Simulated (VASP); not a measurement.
# AlAs (base) (F-43m) in VASP: a series of runs, part 2 of 2

VASP 6.6.1. The steps go on from the part before.

**3. Single point, LDA**

This run uses another cell than the first one, of 22.30 Å³/atom, 0.975 times its volume.

INCAR reads:

```
SYSTEM = AlAs
PREC = Accurate
ENCUT = 500
EDIFF = 1E-6
ISMEAR = 0
SIGMA = 0.02
LREAL = .False.
LASPH = .True.
NELM = 120
ALGO = Normal
ISIF = 2
LWAVE = .False.
LCHARG = .False.
GGA = CA
NBANDS = 11
GGA_COMPAT = .False.
```

KPOINTS reads:

```
Automatic mesh
0
Gamma
  8 8 8
  0 0 0
```

POSCAR reads:

```
AlAs
1.0
    0.0000000000      2.8145100285      2.8145100285
    2.8145100285      0.0000000000      2.8145100285
    2.8145100285      2.8145100285      0.0000000000
Al As
1 1
Direct
    0.0000000000      0.0000000000      0.0000000000
    0.2500000000      0.2500000000      0.2500000000
```

Potentials or basis: VASP PAW LDA potentials, release 64 (Al, As).

The run is started by

```
$ cat potpaw_LDA.64/Al/POTCAR potpaw_LDA.64/As/POTCAR > POTCAR
$ mpirun -np 1 vasp_std > vasp.out
```

OUTCAR:

```text
SYSTEM = AlAs
   PREC = Accurate
   ENCUT = 500
   EDIFF = 1E-6
   ISMEAR = 0
   LREAL = .False.
   LASPH = .True.
   NELM = 120
   ISIF = 2
   GGA = CA

 ion  position               nearest neighbor table
   1  0.000  0.000  0.000-   2 2.44   2 2.44   2 2.44   2 2.44
   2  0.250  0.250  0.250-   1 2.44   1 2.44   1 2.44   1 2.44

  LATTYP: Found a face centered cubic cell.
 ALAT       =     5.6290200570

  Lattice vectors:

 A1 = (   0.0000000000,   2.8145100285,   2.8145100285)
 A2 = (   2.8145100285,   0.0000000000,   2.8145100285)
 A3 = (   2.8145100285,   2.8145100285,   0.0000000000)

Analysis of symmetry for initial positions (statically):
=====================================================================
 Subroutine PRICEL returns:
 Original cell was already a primitive cell.

 Routine SETGRP: Setting up the symmetry group for a
 face centered cubic supercell.

 Subroutine GETGRP returns: Found 24 space group operations
 (whereof 24 operations were pure point group operations)
 out of a pool of 48 trial point group operations.

The static configuration has the point symmetry T_d .

Analysis of symmetry for dynamics (positions and initial velocities):
[... 172 lines left out ...]
      4       3.9286      2.00000
      5       5.9459      0.00000
      6       8.2031      0.00000
      7       8.2031      0.00000
      8       8.2031      0.00000
      9      12.6500      0.00000
     10      12.9955      0.00000
     11      12.9955      0.00000
[... 309 lines left out ...]
 k-point    24 :      -0.3750    0.2500    0.1250
  band No.  band energies     occupation
      1      -6.3379      2.00000
      2      -1.4165      2.00000
      3       1.1738      2.00000
      4       2.3514      2.00000
      5       7.5554      0.00000
      6       8.1076      0.00000
      7      10.6124      0.00000
      8      11.5555      0.00000
      9      12.2647      0.00000
     10      14.9211      0.00000
     11      16.1990      0.00000

 [... further k-points ...]

------------------------ aborting loop because EDIFF is reached ----------------------------------------

  FORCE on cell =-STRESS in cart. coord.  units (eV):
  Direction    XX          YY          ZZ          XY          YZ          ZX
  --------------------------------------------------------------------------------------
  -------------------------------------------------------------------------------------
  Total        0.0988478      0.0988478      0.0988478     -0.0000000     -0.0000000     -0.0000000
  in kB        3.5517246      3.5517246      3.5517246     -0.0000000     -0.0000000     -0.0000000
  external PRESSURE =       3.5517246 kB  Pullay stress =       0.0000000 kB

 VOLUME and BASIS-vectors are now :
 -----------------------------------------------------------------------------
  energy-cutoff  :      500.00
  volume of cell :       44.59
      direct lattice vectors                 reciprocal lattice vectors
     0.000000000  2.814510028  2.814510028    -0.177650815  0.177650815  0.177650815
     2.814510028  0.000000000  2.814510028     0.177650815 -0.177650815  0.177650815
     2.814510028  2.814510028  0.000000000     0.177650815  0.177650815 -0.177650815

 POSITION                                       TOTAL-FORCE (eV/Angst)
 -----------------------------------------------------------------------------------
      0.00000      0.00000      0.00000        -0.000000     -0.000000     -0.000000
      1.40726      1.40726      1.40726         0.000000      0.000000      0.000000
 -----------------------------------------------------------------------------------
    total drift:                                0.000000      0.000000      0.000000

  FREE ENERGIE OF THE ION-ELECTRON SYSTEM (eV)
  ---------------------------------------------------
  free  energy   TOTEN  =       -10.5139392038 eV

  energy  without entropy=      -10.5139392038  energy(sigma->0) =      -10.51393920
```

OSZICAR:

```text
N       E                     dE             d eps       ncg     rms          rms(c)
DAV:   1     0.132420857941E+02    0.13242E+02   -0.30786E+03   638   0.544E+02
DAV:   2    -0.980144468000E+01   -0.23044E+02   -0.21480E+02   851   0.879E+01
DAV:   3    -0.108273019880E+02   -0.10259E+01   -0.10238E+01   807   0.184E+01
DAV:   4    -0.108359083271E+02   -0.86063E-02   -0.86048E-02   749   0.204E+00
DAV:   5    -0.108360220067E+02   -0.11368E-03   -0.11368E-03   812   0.221E-01    0.342E+00
DAV:   6    -0.105758250895E+02    0.26020E+00   -0.40929E-01   692   0.230E+00    0.193E+00
DAV:   7    -0.105174884557E+02    0.58337E-01   -0.18990E-01   744   0.166E+00    0.662E-01
DAV:   8    -0.105139690477E+02    0.35194E-02   -0.13337E-02   719   0.535E-01    0.906E-02
DAV:   9    -0.105139280182E+02    0.41030E-04   -0.76315E-04   739   0.139E-01    0.388E-02
DAV:  10    -0.105139371011E+02   -0.90829E-05   -0.30034E-05   713   0.287E-02    0.143E-02
DAV:  11    -0.105139397355E+02   -0.26344E-05   -0.66700E-06   746   0.121E-02    0.756E-03
DAV:  12    -0.105139392038E+02    0.53168E-06   -0.18866E-06   428   0.538E-03
   1 F= -.10513939E+02 E0= -.10513939E+02  d E =-.264222E-12
```

Run time: 19 s. Hardware: 1 thread of Intel Xeon 8259CL, shared host; peak memory 0.15 GiB.

Results:

```yaml
Free_energy: -10.5139 eV
Pressure: 0.4 GPa
Band_gap_on_the_k_mesh: 1.31 eV, indirect (least direct gap 2.02 eV)
```

A k mesh can miss the band edges. LDA gaps usually lie below the measured ones, often by a third to a half.

**4. Single point, LDA**

This run uses another cell than the first one, of 22.30 Å³/atom, 0.975 times its volume.

INCAR reads:

```
PREC = Accurate ; ENCUT = 500
EDIFF = 1E-6 ; ISMEAR = 0
SIGMA = 0.02 ; LREAL = False
LASPH = True ; NELM = 120
ALGO = Normal ; ISIF = 2
LWAVE = False ; LCHARG = True
GGA = CA ; LELF = True
LVHAR = True ; NBANDS = 11
GGA_COMPAT = False
```

KPOINTS reads:

```
regular mesh
0
Gamma
  8 8 8
```

POSCAR is that of step 3.

The run is started by

```
$ cat potpaw_LDA.64/Al/POTCAR potpaw_LDA.64/As/POTCAR > POTCAR
$ mpirun -np 1 vasp_std > vasp.out
```

It took 20 s on 1 thread of Intel Xeon 8259CL, shared host; peak memory 0.15 GiB.

The run converged. Its results:

```
Free energy            : -10.5139 eV
Pressure               : 0.4 GPa
Band gap on the k mesh : 1.31 eV, indirect (least direct gap 2.02 eV)
```

Levels at points of the mesh, in eV from the valence-band top:
```csv
k point,band 2,band 3,band 4,band 5,band 6,band 7
"(0.00, 0.00, 0.00)",0.00,0.00,0.00,2.02,4.27,4.27
"(0.50, 0.00, 0.00)",-5.67,-0.84,-0.84,2.09,4.65,4.65
"(0.50, 0.50, 0.00)",-5.51,-2.22,-2.22,1.31,2.20,10.33
```

A k mesh can miss the band edges. LDA gaps usually lie below the measured ones, often by a third to a half.

**5. Relaxation of cell and atoms, LDA**

INCAR reads:

```
SYSTEM = AlAs
ALGO     = Normal         ! electronic algorithm
EDIFF    = 1E-7           ! SCF threshold, eV
EDIFFG   = -0.002         ! ionic threshold
ENCUT    = 500            ! plane-wave cutoff, eV
GGA_COMPAT= .FALSE.      
IBRION   = 2              ! ionic algorithm
ISIF     = 3              ! what is computed and relaxed
ISMEAR   = 0              ! smearing method
LASPH    = .TRUE.         ! aspherical terms in the spheres
LCHARG   = .FALSE.        ! write CHGCAR
LREAL    = .FALSE.        ! projectors in reciprocal space
LWAVE    = .FALSE.        ! write WAVECAR
NELM     = 120            ! most SCF steps
NELMIN   = 4            
NSW      = 100            ! ionic steps
PREC     = Accurate       ! precision mode
SIGMA    = 0.02           ! smearing width, eV
```

KPOINTS reads:

```
k-points
0
G
  8 8 8
  0 0 0
```

POSCAR reads:

```
AlAs
1.0
    0.0000000000      2.8379008000      2.8379008000
    2.8379008000      0.0000000000      2.8379008000
    2.8379008000      2.8379008000      0.0000000000
Al As
1 1
Direct
    0.0000000000      0.0000000000      0.0000000000
    0.2500000000      0.2500000000      0.2500000000
```

The run is started by

```
$ cat potpaw_LDA.64/Al/POTCAR potpaw_LDA.64/As/POTCAR > POTCAR
$ mpirun -np 1 vasp_std > vasp.out
```

It took 37 s on 1 thread of Intel Xeon 8259CL, shared host; peak memory 0.15 GiB.

Results (log left out):

```
Free energy                            : -10.5142 eV
Relaxed volume                         : 22.40 Å³/atom
Relaxed cell                           : a = 3.986 Å, b = 3.986 Å, c = 3.986 Å, α = 60.00°, β = 60.00°, γ = 60.00°
Space group after relaxing (to 0.05 Å) : F-43m (No. 216)
Energy gained by relaxing              : 2.1 meV/atom
Ionic steps                            : 3
Pressure after relaxing                : 0.0 GPa
Band gap on the k mesh                 : 1.32 eV, indirect (least direct gap 1.98 eV)
```

The path:
| step | energy change (eV) | largest force (eV/Å) | pressure (GPa) | volume (Å³) |
| --- | --- | --- | --- | --- |
| 1 | 0.0000 | 0.0000 | -1.47 | 45.71 |
| 2 | -0.0031 | 0.0000 | 0.80 | 44.34 |
| 3 | -0.0043 | 0.0000 | 0.00 | 44.80 |

Final structure:
```yaml
crystal:
  lattice:
    - [0.00000, 2.81888, 2.81888]
    - [2.81888, 0.00000, 2.81888]
    - [2.81888, 2.81888, 0.00000]
  atoms:
    - { symbol: Al, position: [0.00000, 0.00000, 0.00000] }
    - { symbol: As, position: [0.25000, 0.25000, 0.25000] }
```

Levels at points of the mesh, in eV from the valence-band top:
| k point | band 2 | band 3 | band 4 | band 5 | band 6 | band 7 |
| --- | --- | --- | --- | --- | --- | --- |
| (0.00, 0.00, 0.00) | 0.00 | 0.00 | 0.00 | 1.98 | 4.27 | 4.27 |
| (0.50, 0.00, 0.00) | -5.65 | -0.83 | -0.83 | 2.07 | 4.64 | 4.64 |
| (0.50, 0.50, 0.00) | -5.49 | -2.20 | -2.20 | 1.32 | 2.20 | 10.30 |

A k mesh can miss the band edges. Expect the measured gap to be larger: semilocal functionals such as LDA lack the derivative discontinuity.

**6. Summary**

```tsv
task	cell	k mesh	smearing	gap on the mesh (eV)	pressure (GPa)
single point	a = 4.013 Å, angles 60.0°, 2 atoms	6 × 6 × 6	gaussian 0.1 eV	1.35	-1.5
single point	a = 3.980 Å, angles 60.0°, 2 atoms	8 × 8 × 8	gaussian 0.02 eV	1.31	0.4
relaxation of cell and atoms	relaxed from a = 4.013 Å, angles 60.0°, 2 atoms	8 × 8 × 8	gaussian 0.02 eV	1.32	0.0
```

Alike in all rows: level LDA; potentials or basis VASP PAW LDA potentials, release 64 (Al, As); no spin polarisation; cutoff (eV) 500.

Absolute energies hang on the potentials; compare differences alone.
